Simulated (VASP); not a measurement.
# Re (I4/mmm) in VASP: notebook, part 2 of 2

VASP 6.6.1. Earlier steps stand in the parts before.

## 4. Electric field gradients, LDA (zz strain of +1 %)

INCAR reads:

```
ALGO = Normal ; EDIFF = 1E-8
ENCUT = 520 ; GGA = CA
ISIF = 2 ; ISMEAR = -1
LASPH = T ; LCHARG = F
LEFG = T ; LREAL = F
LWAVE = F ; NBANDS = 10
NELM = 60 ; PREC = Accurate
SIGMA = 0.03
```

KPOINTS reads:

```
k-points
0
Gamma
  14 14 14
```

POSCAR reads:

```
Re
1.0
    0.0000000000      1.9750000000      1.9947500000
    1.9750000000      0.0000000000      1.9947500000
    1.9750000000      1.9750000000      0.0000000000
Re
1
Direct
    0.0000000000      0.0000000000      0.0000000000
```

Potentials or basis: VASP PAW LDA potentials, release 64 (Re).

The run is started by

```sh
cat potpaw_LDA.64/Re/POTCAR > POTCAR
mpirun -np 1 vasp_std > vasp.out
```

OUTCAR:

```text
EDIFF = 1E-8
   ENCUT = 520
   GGA = CA
   ISIF = 2
   ISMEAR = -1
   LASPH = T
   LREAL = F
   NELM = 60
   PREC = Accurate

 ion  position               nearest neighbor table
   1  0.000  0.000  0.000-

  LATTYP: Found a body centered tetragonal cell.
 ALAT       =     2.7930717857
 C/A-ratio  =     1.4283556980

  Lattice vectors:

 A1 = (  -1.9750000000,   0.0000000000,   1.9947500000)
 A2 = (   1.9750000000,   0.0000000000,   1.9947500000)
 A3 = (   0.0000000000,   1.9750000000,  -1.9947500000)

Analysis of symmetry for initial positions (statically):
=====================================================================
 Subroutine PRICEL returns:
 Original cell was already a primitive cell.

 Routine SETGRP: Setting up the symmetry group for a
 body centered tetragonal supercell.

 Subroutine GETGRP returns: Found 16 space group operations
 (whereof 16 operations were pure point group operations)
 out of a pool of 16 trial point group operations.

The static configuration has the point symmetry D_4h.

Analysis of symmetry for dynamics (positions and initial velocities):
=====================================================================
 Subroutine PRICEL returns:
 Original cell was already a primitive cell.

 Routine SETGRP: Setting up the symmetry group for a
 body centered tetragonal supercell.

 Subroutine GETGRP returns: Found 16 space group operations
 (whereof 16 operations were pure point group operations)
 out of a pool of 16 trial point group operations.

[... 158 lines left out ...]
      4       5.6751      2.00000
      5       8.4481      0.00000
      6       8.6307      0.00000
      7      21.3378      0.00000
      8      26.4204      0.00000
      9      26.7346      0.00000
     10      26.7346      0.00000
[... 287 lines left out ...]
 k-point    24 :       0.2857    0.1429    0.0000
  band No.  band energies     occupation
      1       0.4453      2.00000
      2       4.0555      2.00000
      3       5.8393      2.00000
      4       6.8442      2.00000
      5       8.1567      0.00000
      6       9.6054      0.00000
      7      22.5330      0.00000
      8      25.4760      0.00000
      9      27.5785      0.00000
     10      28.1606      0.00000

 [... further k-points ...]

------------------------ aborting loop because EDIFF is reached ----------------------------------------

  FORCE on cell =-STRESS in cart. coord.  units (eV):
  Direction    XX          YY          ZZ          XY          YZ          ZX
  --------------------------------------------------------------------------------------
  -------------------------------------------------------------------------------------
  Total       -2.4801275     -2.4801275     -2.6481727      0.0000000      0.0000000      0.0000000
  in kB     -255.3476858   -255.3476858   -272.6491942      0.0000000      0.0000000      0.0000000
  external PRESSURE =    -261.1148552 kB  Pullay stress =       0.0000000 kB

 VOLUME and BASIS-vectors are now :
 -----------------------------------------------------------------------------
  energy-cutoff  :      520.00
  volume of cell :       15.56
      direct lattice vectors                 reciprocal lattice vectors
     0.000000000  1.975000000  1.994750000    -0.253164557  0.253164557  0.250657977
     1.975000000  0.000000000  1.994750000     0.253164557 -0.253164557  0.250657977
     1.975000000  1.975000000  0.000000000     0.253164557  0.253164557 -0.250657977

 POSITION                                       TOTAL-FORCE (eV/Angst)
 -----------------------------------------------------------------------------------
      0.00000      0.00000      0.00000         0.000000      0.000000      0.000000
 -----------------------------------------------------------------------------------
    total drift:                               -0.000000      0.000000      0.000000

  FREE ENERGIE OF THE ION-ELECTRON SYSTEM (eV)
  ---------------------------------------------------
  free  energy   TOTEN  =       -13.5915324818 eV

  energy  without entropy=      -13.5876506473  energy(sigma->0) =      -13.58959156

 Electric field gradients (V/A^2)
---------------------------------------------------------------------
 ion       V_xx      V_yy      V_zz      V_xy      V_xz      V_yz
---------------------------------------------------------------------
   1       6.558     6.558   -13.116     0.000     0.000     0.000
---------------------------------------------------------------------

 Electric field gradients after diagonalization (V/A^2)
 (convention: |V_zz| > |V_xx| > |V_yy|)
----------------------------------------------------------------------
 ion       V_xx      V_yy      V_zz     asymmetry (V_yy - V_xx)/ V_zz
----------------------------------------------------------------------
   1       6.558     6.558   -13.116       0.000
----------------------------------------------------------------------

           NMR quadrupolar parameters

 Cq : quadrupolar parameter    Cq=e*Q*V_zz/h
 eta: asymmetry parameters     (V_yy - V_xx)/ V_zz
 Q  : nuclear electric quadrupole moment in mb (millibarn)
----------------------------------------------------------------------
 ion       Cq(MHz)       eta       Q (mb)
----------------------------------------------------------------------
   1      -0.032       0.000       1.000
----------------------------------------------------------------------
```

OSZICAR:

```text
N       E                     dE             d eps       ncg     rms          rms(c)
DAV:   1     0.111522497882E+02    0.11152E+02   -0.32773E+03  6446   0.622E+02
DAV:   2    -0.133732788193E+02   -0.24526E+02   -0.21715E+02  6504   0.141E+02
DAV:   3    -0.143855809186E+02   -0.10123E+01   -0.98234E+00  7678   0.415E+01
DAV:   4    -0.143899943238E+02   -0.44134E-02   -0.44110E-02  7666   0.150E+00
DAV:   5    -0.143899979124E+02   -0.35886E-05   -0.35893E-05  6572   0.385E-02    0.272E+01
DAV:   6    -0.137746352679E+02    0.61536E+00   -0.60093E-01  7788   0.117E+01    0.106E+01
DAV:   7    -0.135970245062E+02    0.17761E+00   -0.37397E-01  7786   0.875E+00    0.522E-01
DAV:   8    -0.135921550421E+02    0.48695E-02   -0.20447E-03  6470   0.296E-01    0.167E-01
DAV:   9    -0.135915300784E+02    0.62496E-03   -0.34128E-04  6742   0.104E-01    0.219E-02
DAV:  10    -0.135915325378E+02   -0.24595E-05   -0.13117E-05  6632   0.262E-02    0.974E-03
DAV:  11    -0.135915325251E+02    0.12773E-07   -0.17459E-07  6364   0.647E-03    0.118E-03
DAV:  12    -0.135915324822E+02    0.42822E-07   -0.44497E-08  5844   0.275E-03    0.702E-04
DAV:  13    -0.135915324818E+02    0.46077E-09   -0.60302E-10  3290   0.216E-04
   1 F= -.13591532E+02 E0= -.13589592E+02  d E =-.388183E-02
```

stdout:

```text
POSCAR found type information on POSCAR Re
 POSCAR found :  1 types and       1 ions
 scaLAPACK will be used
 LDA part: xc-table for (Slater(with rela. corr.)+CA(PZ))
 , standard interpolation
 POSCAR, INCAR and KPOINTS ok, starting setup
 FFT: planning ... GRIDC
 FFT: planning ... GRID_SOFT
 FFT: planning ... GRID
 WAVECAR not read
 entering main loop
ion   1
```

Wall time 13 s (1 thread of Intel Xeon 6975P-C (Granite Rapids), shared host); peak memory 0.16 GiB.

Results:

| Quantity | Value |
| --- | --- |
| Free energy | -13.5915 eV |
| Pressure | -26.1 GPa |

Electric field gradients, principal values (V/Å²):
```
atom  least  middle  greatest (by size)
1 Re  6.558   6.558             -13.116
```

Caveat: the cell differs from its parent crystal (zz strain of +1 %); without QUAD_EFG the Cq values of the log hold for a quadrupole moment of 1 mb, not for the nuclei; spin-orbit coupling is left out, which moves the levels of the heavy elements.

## 5. Electric field gradients, LDA (equal xx and yy strain of +1 %)

INCAR reads:

```
SYSTEM = Re
PREC = Accurate
ENCUT = 520
EDIFF = 1E-8
ISMEAR = -1
SIGMA = 0.03
LREAL = .FALSE.
LASPH = .TRUE.
NELM = 80
ALGO = Normal
ISIF = 2
LWAVE = .FALSE.
LCHARG = .FALSE.
LEFG = .TRUE.
NBANDS = 10
```

KPOINTS reads:

```
regular mesh
0
G
  14 14 14
  0 0 0
```

POSCAR reads:

```
Re
1.0
    0.0000000000      1.9947500000      1.9750000000
    1.9947500000      0.0000000000      1.9750000000
    1.9947500000      1.9947500000      0.0000000000
Re
1
Direct
    0.0000000000      0.0000000000      0.0000000000
```

Potentials or basis: VASP PAW LDA potentials, release 64 (Re).

The run is started by

```sh
cat potpaw_LDA.64/Re/POTCAR > POTCAR
mpirun -np 1 vasp_std > vasp.out
```

OUTCAR:

```text
SYSTEM = Re
   PREC = Accurate
   ENCUT = 520
   EDIFF = 1E-8
   ISMEAR = -1
   LREAL = .FALSE.
   LASPH = .TRUE.
   NELM = 80
   ISIF = 2

 ion  position               nearest neighbor table
   1  0.000  0.000  0.000-

  LATTYP: Found a body centered tetragonal cell.
 ALAT       =     2.8210025035
 C/A-ratio  =     1.4002114479

  Lattice vectors:

 A1 = (   0.0000000000,  -1.9947500000,  -1.9750000000)
 A2 = (   0.0000000000,   1.9947500000,  -1.9750000000)
 A3 = (   1.9947500000,   0.0000000000,   1.9750000000)

Analysis of symmetry for initial positions (statically):
[... 516 lines left out ...]

  FREE ENERGIE OF THE ION-ELECTRON SYSTEM (eV)
  ---------------------------------------------------
  free  energy   TOTEN  =       -13.5649672483 eV

  energy  without entropy=      -13.5609335112  energy(sigma->0) =      -13.56295038

 Electric field gradients (V/A^2)
---------------------------------------------------------------------
 ion       V_xx      V_yy      V_zz      V_xy      V_xz      V_yz
---------------------------------------------------------------------
   1      -6.599    -6.599    13.198     0.000     0.000     0.000
---------------------------------------------------------------------

 Electric field gradients after diagonalization (V/A^2)
 (convention: |V_zz| > |V_xx| > |V_yy|)
----------------------------------------------------------------------
 ion       V_xx      V_yy      V_zz     asymmetry (V_yy - V_xx)/ V_zz
----------------------------------------------------------------------
   1      -6.599    -6.599    13.198       0.000
----------------------------------------------------------------------

           NMR quadrupolar parameters

 Cq : quadrupolar parameter    Cq=e*Q*V_zz/h
 eta: asymmetry parameters     (V_yy - V_xx)/ V_zz
 Q  : nuclear electric quadrupole moment in mb (millibarn)
----------------------------------------------------------------------
 ion       Cq(MHz)       eta       Q (mb)
----------------------------------------------------------------------
   1       0.032       0.000       1.000
----------------------------------------------------------------------
```

OSZICAR:

```text
N       E                     dE             d eps       ncg     rms          rms(c)
DAV:   1     0.110825887556E+02    0.11083E+02   -0.33452E+03  6480   0.630E+02
DAV:   2    -0.132804940564E+02   -0.24363E+02   -0.21165E+02  6382   0.135E+02
DAV:   3    -0.143692121103E+02   -0.10887E+01   -0.10287E+01  7688   0.426E+01
DAV:   4    -0.143736617769E+02   -0.44497E-02   -0.44474E-02  7604   0.150E+00
DAV:   5    -0.143736678103E+02   -0.60334E-05   -0.60328E-05  6510   0.408E-02    0.267E+01
DAV:   6    -0.137478377304E+02    0.62583E+00   -0.62475E-01  7778   0.119E+01    0.102E+01
DAV:   7    -0.135704941842E+02    0.17734E+00   -0.37974E-01  7784   0.880E+00    0.564E-01
DAV:   8    -0.135655793006E+02    0.49149E-02   -0.21092E-03  6486   0.302E-01    0.175E-01
DAV:   9    -0.135649650523E+02    0.61425E-03   -0.34533E-04  6802   0.106E-01    0.210E-02
DAV:  10    -0.135649672900E+02   -0.22377E-05   -0.12885E-05  6610   0.261E-02    0.956E-03
DAV:  11    -0.135649672987E+02   -0.87520E-08   -0.22330E-07  6440   0.683E-03    0.113E-03
DAV:  12    -0.135649672483E+02    0.50393E-07   -0.49525E-08  5830   0.280E-03    0.761E-04
DAV:  13    -0.135649672483E+02    0.19611E-10   -0.61114E-10  3238   0.204E-04
   1 F= -.13564967E+02 E0= -.13562950E+02  d E =-.403374E-02
```

stdout:

```text
POSCAR found type information on POSCAR Re
 POSCAR found :  1 types and       1 ions
 scaLAPACK will be used
 LDA part: xc-table for (Slater(with rela. corr.)+CA(PZ))
 , standard interpolation
 POSCAR, INCAR and KPOINTS ok, starting setup
 FFT: planning ... GRIDC
 FFT: planning ... GRID_SOFT
 FFT: planning ... GRID
 WAVECAR not read
 entering main loop
ion   1
```

Wall time 13 s (1 thread of Intel Xeon 6975P-C (Granite Rapids), shared host); peak memory 0.16 GiB.

Results:

- Free energy: -13.5650 eV
- Pressure: -28.9 GPa

Stress tensor (GPa, compression positive):
```
-29.38   0.00   0.00
  0.00 -29.38   0.00
  0.00   0.00 -27.84
```

Electric field gradients, principal values (V/Å²):
```csv
atom,least,middle,greatest (by size)
1 Re,-6.599,-6.599,13.198
```

Caveat: the cell differs from its parent crystal (equal xx and yy strain of +1 %); without QUAD_EFG the Cq values of the log hold for a quadrupole moment of 1 mb, not for the nuclei; spin-orbit coupling is left out, which moves the levels of the heavy elements.

## 6. Electric field gradients, LDA (equal xx and yy strain of +1 %)

INCAR reads:

```
PREC     = Accurate       # precision mode
ENCUT    = 520            # plane-wave cutoff, eV
EDIFF    = 1E-8           # SCF threshold, eV
ISMEAR   = -1             # smearing method
SIGMA    = 0.03           # smearing width, eV
LREAL    = F              # projectors in reciprocal space
LASPH    = T              # aspherical terms in the spheres
NELM     = 100            # most SCF steps
ALGO     = Normal         # electronic algorithm
ISIF     = 2              # what is computed and relaxed
LWAVE    = F              # write WAVECAR
LCHARG   = F              # write CHGCAR
GGA      = CA             # functional
LEFG     = T            
NBANDS   = 10             # bands
```

KPOINTS reads:

```
regular mesh
0
Gamma
  14 14 14
```

POSCAR is that of step 5.

Potentials or basis: VASP PAW LDA potentials, release 64 (Re).

The run is started by

```sh
cat potpaw_LDA.64/Re/POTCAR > POTCAR
mpirun -np 1 vasp_std > vasp.out
```

OUTCAR:

```text
PREC = Accurate
   ENCUT = 520
   EDIFF = 1E-8
   ISMEAR = -1
   LREAL = F
   LASPH = T
   NELM = 100
   ISIF = 2
   GGA = CA

 ion  position               nearest neighbor table
   1  0.000  0.000  0.000-

  LATTYP: Found a body centered tetragonal cell.
 ALAT       =     2.8210025035
 C/A-ratio  =     1.4002114479

  Lattice vectors:

 A1 = (   0.0000000000,  -1.9947500000,  -1.9750000000)
 A2 = (   0.0000000000,   1.9947500000,  -1.9750000000)
 A3 = (   1.9947500000,   0.0000000000,   1.9750000000)

Analysis of symmetry for initial positions (statically):
=====================================================================
 Subroutine PRICEL returns:
 Original cell was already a primitive cell.

 Routine SETGRP: Setting up the symmetry group for a
 body centered tetragonal supercell.

 Subroutine GETGRP returns: Found 16 space group operations
 (whereof 16 operations were pure point group operations)
[... 492 lines left out ...]

 VOLUME and BASIS-vectors are now :
 -----------------------------------------------------------------------------
  energy-cutoff  :      520.00
  volume of cell :       15.72
      direct lattice vectors                 reciprocal lattice vectors
     0.000000000  1.994750000  1.975000000    -0.250657977  0.250657977  0.253164557
     1.994750000  0.000000000  1.975000000     0.250657977 -0.250657977  0.253164557
     1.994750000  1.994750000  0.000000000     0.250657977  0.250657977 -0.253164557

 POSITION                                       TOTAL-FORCE (eV/Angst)
 -----------------------------------------------------------------------------------
      0.00000      0.00000      0.00000        -0.000000      0.000000      0.000000
 -----------------------------------------------------------------------------------
    total drift:                               -0.000000     -0.000000     -0.000000

  FREE ENERGIE OF THE ION-ELECTRON SYSTEM (eV)
  ---------------------------------------------------
  free  energy   TOTEN  =       -13.5649672483 eV

  energy  without entropy=      -13.5609335112  energy(sigma->0) =      -13.56295038

 Electric field gradients (V/A^2)
---------------------------------------------------------------------
 ion       V_xx      V_yy      V_zz      V_xy      V_xz      V_yz
---------------------------------------------------------------------
   1      -6.599    -6.599    13.198     0.000     0.000     0.000
---------------------------------------------------------------------

 Electric field gradients after diagonalization (V/A^2)
 (convention: |V_zz| > |V_xx| > |V_yy|)
----------------------------------------------------------------------
 ion       V_xx      V_yy      V_zz     asymmetry (V_yy - V_xx)/ V_zz
----------------------------------------------------------------------
   1      -6.599    -6.599    13.198       0.000
----------------------------------------------------------------------

           NMR quadrupolar parameters

 Cq : quadrupolar parameter    Cq=e*Q*V_zz/h
 eta: asymmetry parameters     (V_yy - V_xx)/ V_zz
 Q  : nuclear electric quadrupole moment in mb (millibarn)
----------------------------------------------------------------------
 ion       Cq(MHz)       eta       Q (mb)
----------------------------------------------------------------------
   1       0.032       0.000       1.000
----------------------------------------------------------------------
```

stdout:

```text
POSCAR found type information on POSCAR Re
 POSCAR found :  1 types and       1 ions
 scaLAPACK will be used
 LDA part: xc-table for (Slater(with rela. corr.)+CA(PZ))
 , standard interpolation
 POSCAR, INCAR and KPOINTS ok, starting setup
 FFT: planning ... GRIDC
 FFT: planning ... GRID_SOFT
 FFT: planning ... GRID
 WAVECAR not read
 entering main loop
ion   1
```

Run time: 13 s. Hardware: 1 thread of Intel Xeon 6975P-C (Granite Rapids), shared host; peak memory 0.16 GiB.

Results:

- Free energy: -13.5650 eV
- Pressure: -28.9 GPa

Levels at points of the mesh, in eV from the Fermi level:
```tsv
k point	band 2	band 3	band 4	band 5	band 6	band 7
(0.00, 0.00, 0.00)	-1.78	-1.78	-1.64	1.04	1.22	13.94
(0.50, 0.00, 0.00)	-1.99	-1.85	0.28	3.41	3.50	9.07
(0.50, 0.50, 0.00)	-5.43	2.81	3.39	4.14	4.14	11.72
(0.50, 0.00, 0.50)	-5.41	2.61	3.39	4.06	4.20	11.82
```

Electric field gradients, principal values (V/Å²):
| atom | least | middle | greatest (by size) |
| --- | --- | --- | --- |
| 1 Re | -6.599 | -6.599 | 13.198 |

Caveat: the cell differs from its parent crystal (equal xx and yy strain of +1 %); without QUAD_EFG the Cq values of the log hold for a quadrupole moment of 1 mb, not for the nuclei; spin-orbit coupling is left out, which moves the levels of the heavy elements.

## 7. The runs side by side

```tsv
cell	gap on the mesh (eV)	pressure (GPa)
a = 2.751, b = 2.751, c = 2.709 Å, angles 60.5, 60.5, 59.0°, 1 atom	none	-1.8
a = 2.765, b = 2.765, c = 2.793 Å, angles 59.7, 59.7, 60.7°, 1 atom	none	-16.7
a = 2.807, b = 2.807, c = 2.793 Å, angles 60.2, 60.2, 59.7°, 1 atom	none	-26.1
a = 2.807, b = 2.807, c = 2.821 Å, angles 59.8, 59.8, 60.3°, 1 atom	none	-28.9
```

Alike in all rows: task electric field gradients; level LDA; potentials or basis VASP PAW LDA potentials, release 64 (Re); no spin polarisation; k mesh 14 × 14 × 14; cutoff (eV) 520; smearing fermi-dirac 0.03 eV.

Caveats: spin-orbit coupling is left out, which moves the levels of the heavy elements.

Total energies depend on the potentials used, so only differences within one code and one set of settings carry meaning.
